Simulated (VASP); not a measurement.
ZnS: relaxation of cell and atoms with PBE

ZnS:

```
Zn S
1.0
     0.00000    2.69368    2.69368
     2.69368    0.00000    2.69368
     2.69368    2.69368    0.00000
Zn S
1 1
Cartesian
  0.0000 0.0000 0.0000
  1.3468 1.3468 1.3468
```

```yaml
Program: VASP 6.6.1
Task: relaxation of cell and atoms
Functional: PBE
Potentials_or_basis: VASP PAW PBE potentials, release 64 (Zn, S)
Cutoff: 600 eV
k_mesh: 10 × 10 × 10
Occupations: gaussian, width 0.02 eV
Spin: no spin polarisation
Dipole_correction: no
Further_INCAR_settings: ALGO = Normal; EDIFF = 1e-06; IBRION = 2; EDIFFG = -0.005; NSW = 100; ISIF = 3
```

```
Relaxed volume                         : 20.22 Å³/atom
Relaxed cell                           : a = 3.853 Å, b = 3.853 Å, c = 3.853 Å, α = 60.00°, β = 60.00°, γ = 60.00°
Space group after relaxing (to 0.05 Å) : F-43m (No. 216)
Energy gained by relaxing              : 4.9 meV/atom
Ionic steps                            : 4
Pressure after relaxing                : 0.0 GPa
Band gap on the k mesh                 : 2.01 eV, direct
```

The path:
```csv
step,energy change (eV),largest force (eV/Å),pressure (GPa),volume (Å³)
1,0.0000,0.0000,2.51,39.09
2,-0.0088,0.0000,-0.73,40.85
3,-0.0099,0.0000,0.07,40.40
4,-0.0099,0.0000,-0.03,40.44
```

Final structure:
```xyz
2
Lattice="0.0000 2.7243 2.7243 2.7243 0.0000 2.7243 2.7243 2.7243 0.0000" Properties=species:S:1:pos:R:3 pbc="T T T"
Zn    5.4486    5.4486    5.4486
S     1.3622    1.3622    1.3622
```

Levels at points of the mesh, in eV from the valence-band top:
| k point | band 5 | band 6 | band 7 | band 8 | band 9 | band 10 | band 11 | band 12 | band 13 |
| --- | --- | --- | --- | --- | --- | --- | --- | --- | --- |
| (0.00, 0.00, 0.00) | -5.77 | -5.77 | 0.00 | 0.00 | 0.00 | 2.01 | 6.41 | 6.41 | 6.41 |
| (0.50, 0.00, 0.00) | -5.75 | -5.58 | -5.13 | -0.83 | -0.83 | 3.26 | 6.94 | 6.94 | 8.78 |
| (0.50, 0.50, 0.00) | -5.70 | -5.57 | -4.46 | -2.13 | -2.13 | 3.46 | 4.07 | 10.81 | 11.80 |

Wall time 57 s on 1 thread of AMD EPYC 7R43 64-Core Processor (Zen 3), on a shared host, peak memory 0.15 GiB.

Expect the measured gap to be larger: semilocal functionals such as PBE lack the derivative discontinuity.
